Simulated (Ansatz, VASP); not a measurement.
# One calculation of AlNi, two programs

The input INCAR:

```
SYSTEM = AlNi
  ALGO = Normal
  EDIFF = 1E-7
  ENCUT = 520
  GGA = PS
  ISIF = 2
  ISMEAR = -1
  ISPIN = 2
  LASPH = .TRUE.
  LCHARG = .FALSE.
  LMAXMIX = 4
  LORBIT = 11
  LREAL = .FALSE.
  LWAVE = .FALSE.
  MAGMOM = 1 0
  NBANDS = 18
  NELM = 150
  PREC = Accurate
  SIGMA = 0.05
```

Contents of KPOINTS:

```
k-points
0
G
  8 8 8
  0 0 0
```

File POSCAR:

```
AlNi
1.0
    2.8810000000      0.0000000000      0.0000000000
    0.0000000000      2.8810000000      0.0000000000
    0.0000000000      0.0000000000      2.8521900000
Ni Al
1 1
Direct
    0.5000000000      0.5000000000      0.5000000000
    0.0000000000      0.0000000000      0.0000000000
```

Contents of input.yaml:

```yaml
crystal:
  lattice:
    - [2.881, 0.0, 0.0]
    - [0.0, 2.881, 0.0]
    - [0.0, 0.0, 2.85219]
  atoms:
    - { symbol: Ni, position: [0.5, 0.5, 0.5], spin: 1.0 }
    - { symbol: Al, position: [0.0, 0.0, 0.0] }
hamiltonian:
  xc: pbesol
  pseudopotentials: { kind: paw }
magnetization:
  spin_polarized: true
kpoints:
  mp_grid: { grid: [8, 8, 8] }
  band_path:
    path:
      - [[0.0, 0.0, 0.0], [0.0, 0.5, 0.0], [0.5, 0.5, 0.0], [0.0, 0.0, 0.0], [0.0, 0.0, 0.5], [0.0, 0.5, 0.5], [0.5, 0.5, 0.5], [0.0, 0.0, 0.5]]
      - [[0.0, 0.5, 0.0], [0.0, 0.5, 0.5]]
      - [[0.5, 0.5, 0.0], [0.5, 0.5, 0.5]]
    npoints: 14
scf:
  occupations: { method: fermi_dirac, width: 0.05 }
  n_extra_bands: 6
output:
  forces: true
  stress: true
  eigenvalues: true
  fatbands: false
  write_density: true
  write_potential: true
  elf: true
  volumetric_format: npy
```

Alike in both runs: functional PBEsol; k mesh 8 × 8 × 8; occupations fermi-dirac, width 0.05 eV; collinear spin.

|  | VASP | Ansatz |
| --- | --- | --- |
| version | VASP 6.6.1 | Ansatz 0.2.0 |
| potentials or method | VASP PAW PBE potentials, release 64 (Ni, Al) | Ansatz PAW |
| plane-wave cutoff (eV) | 520 | 420 |
| valence electrons in the cell | 13 | 21 |
| task | single point | band structure |

VASP gave:

| Item | Value |
| --- | --- |
| gap on the k mesh at the Fermi level (eV) | none |
| pressure (GPa) | -1.3 |
| traceless stress, the component that is largest in VASP (GPa) | 0.34 |
| net moment per atom (μB) | 0.00 |

Q: Estimate Ansatz's values.

A: gap on the k mesh at the Fermi level (eV): none; pressure (GPa): -1.5; traceless stress, the component that is largest in VASP (GPa): 0.32; net moment per atom (μB): 0.00.

VASP's potentials were made for PBE, not for PBEsol. A gap of «none» marks a metal or a gap that the smearing closes. VASP's potentials hold 13 valence electrons a cell and Ansatz's 21, so a difference there can come from the potentials and not from the codes.
